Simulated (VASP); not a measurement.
Mo4HS8: single point with PBE+D3(BJ)

Mo4HS8, a slab with vacuum:

```xyz
13
Lattice="6.3091 0.0000 0.0000 -3.1546 5.4639 0.0000 0.0000 0.0000 23.4355" Properties=species:S:1:pos:R:3 pbc="T T T"
S     1.5828    0.9074   10.0229
S     0.0000    3.6490   10.0229
S     4.7263    0.9074   10.0229
S     3.1546    3.6426    9.9245
S     1.6489    0.8693   13.1394
S     0.0000    3.7252   13.1394
S     4.6603    0.8693   13.1394
S     3.1546    3.6426   13.2071
Mo    0.0000    1.8213   11.5918
Mo   -1.6461    4.5135   11.5714
Mo    3.1546    1.9008   11.5714
Mo    1.6461    4.5135   11.5714
H     0.0000    1.8213   13.3237
```

```yaml
Program: VASP 6.6.1
Task: single point
Functional: PBE
Dispersion: D3(BJ)
Potentials_or_basis: VASP PAW PBE potentials, release 64 (S, Mo_sv, H)
Cutoff: 520 eV
k_mesh: 12 × 12 × 1
Occupations: gaussian, width 0.05 eV
Spin: no spin polarisation
```

```
Largest force              : 0.039 eV/Å
Band gap on the k mesh     : zero (an odd number of electrons rules out a gap without spin polarisation)
Dispersion energy per atom : -0.303 eV
```

Forces on the atoms (eV/Å):
```
S   -0.006  0.003  0.021
S    0.000 -0.006  0.021
S    0.006  0.003  0.021
S    0.000  0.000  0.034
S   -0.010  0.006 -0.036
S    0.000 -0.011 -0.036
S    0.010  0.006 -0.036
S    0.000  0.000 -0.022
Mo   0.000  0.000  0.039
Mo  -0.025 -0.015  0.002
Mo   0.000  0.029  0.002
Mo   0.025 -0.015  0.002
H    0.000  0.000 -0.010
```

Levels at points of the mesh, in eV from the Fermi level:
| k point | band 50 | band 51 | band 52 | band 53 | band 54 | band 55 | band 56 | band 57 |
| --- | --- | --- | --- | --- | --- | --- | --- | --- |
| (0.00, 0.00, 0.00) | -2.27 | -2.27 | -1.94 | 0.61 | 0.65 | 0.66 | 0.99 | 1.03 |
| (0.50, 0.00, 0.00) | -2.49 | -2.41 | -1.87 | -0.07 | 0.28 | 0.38 | 0.59 | 0.64 |

Wall time 45 min on 1 thread of Oxide Virtual Turin-like Processor, on a shared host, peak memory 1.2 GiB.
